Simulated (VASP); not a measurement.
Input of a VASP 6.6.1 run:

The input INCAR:

```
PREC = Accurate
ENCUT = 600
EDIFF = 1E-7
ISMEAR = 0
SIGMA = 0.2
LREAL = False
LASPH = True
NELM = 100
ALGO = Normal
ISIF = 3
LWAVE = False
LCHARG = False
GGA = PE
IBRION = 2
NSW = 36
EDIFFG = -0.08
```

File KPOINTS:

```
regular mesh
0
Gamma
  8 8 3
```

Contents of POSCAR:

```
Mo3H
1.0
    2.8884374200      0.0000000000      0.0000000000
   -1.4442187100      2.5014601800      0.0000000000
    0.0000000000      0.0000000000      7.3242520200
H Mo
1 3
Direct
    0.0000000000      0.0000000000      0.5000000000
    0.6666666700      0.3333333300      0.6700000000
    0.3333333300      0.6666666700      0.3300000000
    0.0000000000      0.0000000000      0.0000000000
```

Potentials or basis: VASP PAW PBE potentials, release 64 (H, Mo_sv).

Launch:

```bash
$ cat potpaw_PBE.64/H/POTCAR potpaw_PBE.64/Mo_sv/POTCAR > POTCAR
$ mpirun -np 1 vasp_std > vasp.out
```

(1) What does it give for the band gap on the k mesh?

(2) What does it give for the relaxed volume?

(3) Estimate the relaxed cell.

(4) Predict the space group after relaxing (to 0.1 Å).

Results:

(1) zero (an odd number of electrons rules out a gap without spin polarisation).

(2) 12.50 Å³/atom.

(3) a = 2.878 Å, b = 2.878 Å, c = 6.971 Å, α = 90.00°, β = 90.00°, γ = 120.00°.

(4) P-3m1 (No. 164).
